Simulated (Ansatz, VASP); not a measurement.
## K4Mg3VF12 in VASP and in Ansatz

```
CELL_PARAMETERS angstrom
3.98970 3.98970 0.00000
-3.98970 3.98970 0.00000
0.00000 0.00000 7.97940
ATOMIC_POSITIONS crystal
K 0.50000 0.00000 0.25120
K 0.50000 0.00000 0.74880
K 0.00000 0.50000 0.25120
K 0.00000 0.50000 0.74880
V 0.00000 0.00000 0.00000
Mg 0.00000 0.00000 0.50000
Mg 0.50000 0.50000 0.00000
Mg 0.50000 0.50000 0.50000
F 0.25623 0.74377 0.00000
F 0.25029 0.74971 0.50000
F 0.74377 0.25623 0.00000
F 0.74971 0.25029 0.50000
F 0.25623 0.25623 0.00000
F 0.25029 0.25029 0.50000
F 0.74377 0.74377 0.00000
F 0.74971 0.74971 0.50000
F 0.00000 0.00000 0.25675
F 0.00000 0.00000 0.74325
F 0.50000 0.50000 0.25101
F 0.50000 0.50000 0.74899
```

Alike in both runs: task single point; functional PBEsol; k mesh 3 × 3 × 2; occupations gaussian, width 0.05 eV; collinear spin; Hubbard terms V d U = 3.0 eV.

|  | VASP | Ansatz |
| --- | --- | --- |
| version | VASP 6.6.1 | Ansatz 0.2.0 |
| potentials or method | VASP PAW PBE potentials, release 64 (K_sv, V_sv, Mg, F), cutoff 520 eV | scalar-relativistic, plane waves, PAW |
| valence electrons in the cell | 139 | 163 |

|  | VASP | Ansatz | Ansatz less VASP |
| --- | --- | --- | --- |
| gap on the k mesh at the Fermi level (eV) | 2.68 | 3.13 | +0.445 |
| least direct gap on the mesh (eV) | 2.75 | 3.20 | +0.452 |
| pressure (GPa) | 2.1 | 2.2 | +0.11 |
| rms of the force components (eV/Å) | 0.036 | 0.001 | -0.0354 |
| net moment per atom (μB) | 0.15 | 0.15 | 0.000 |
| size of the moment on the site where the two differ most (μB) | 2.72 | 2.20 | -0.516 |

VASP's potentials were made for PBE, not for PBEsol. Site moments also hang on the region over which each program counts them. The programs project onto different local orbitals, so the same U acts differently, and such runs can settle in different states. Atom by atom the forces differ by 0.036 eV/Å (rms over components). VASP's potentials hold 139 valence electrons a cell and Ansatz's 163, so a difference there can come from the potentials and not from the codes.
